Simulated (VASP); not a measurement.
Wanted: the native input for a VASP 6.6.1 run.

* Task: single point
* Functional: r2SCAN
* Potentials or basis: VASP PAW PBE potentials, release 64 (Zn, S)
* Cutoff: 520 eV
* k mesh: 6 × 6 × 2
* Occupations: gaussian, width 0.01 eV
* Spin: no spin polarisation
* Dipole correction: no
* Further INCAR settings: ALGO = Normal; EDIFF = 1e-06; NBANDS = 26

ZnS:

```
CELL_PARAMETERS angstrom
3.58959 0.00000 0.00000
-1.79480 3.10868 0.00000
0.00000 0.00000 5.88000
ATOMIC_POSITIONS crystal
Zn 0.00000 0.00000 0.00000
Zn 0.00000 0.00000 0.50000
S 0.33333 0.66667 0.25000
S 0.66667 0.33333 0.75000
```

One way to write it, as run:

POSCAR

```
ZnS
1.0
    3.5895904813      0.0000000000      0.0000000000
   -1.7947952406      3.1086765460      0.0000000000
    0.0000000000      0.0000000000      5.8799973210
Zn S
2 2
Direct
    0.0000000000      0.0000000000      0.0000000000
    0.0000000000      0.0000000000      0.5000000000
    0.3333333333      0.6666666667      0.2500000000
    0.6666666667      0.3333333333      0.7500000000
```

INCAR.step1

```
  PREC = Accurate
  ENCUT = 520
  ISMEAR = 0
  SIGMA = 0.01
  LREAL = F
  LASPH = T
  NELM = 100
  NBANDS = 26
  GGA = PE
  ALGO = Normal
  EDIFF = 1E-4
  LWAVE = T
  LCHARG = F
```

INCAR.step2

```
  PREC = Accurate
  ENCUT = 520
  EDIFF = 1E-6
  ISMEAR = 0
  SIGMA = 0.01
  LREAL = F
  LASPH = T
  NELM = 100
  ALGO = Normal
  ISIF = 2
  LWAVE = F
  LCHARG = F
  METAGGA = R2SCAN
  LMIXTAU = T
  NBANDS = 26
  ISTART = 1
```

KPOINTS

```
Automatic mesh
0
Gamma
  6 6 2
```

Potentials or basis: VASP PAW PBE potentials, release 64 (Zn, S).

Command:

```sh
$ cat potpaw_PBE.64/Zn/POTCAR potpaw_PBE.64/S/POTCAR > POTCAR
$ cp INCAR.step1 INCAR
$ mpirun -np 1 vasp_std > vasp.out
$ cp INCAR.step2 INCAR
$ mpirun -np 1 vasp_std > vasp.out
```

Results of the run:

- Pressure: 0.2 GPa
- Band gap on the k mesh: 0.81 eV, indirect (least direct gap 2.38 eV)

Caveat: the k points lie up to 0.53 Å⁻¹ apart; the PAW data sets were made with another functional, which shifts forces and pressure a little.

Wall time 3.9 min on 1 thread of Intel Xeon 8259CL, on a shared host, peak memory 0.19 GiB.
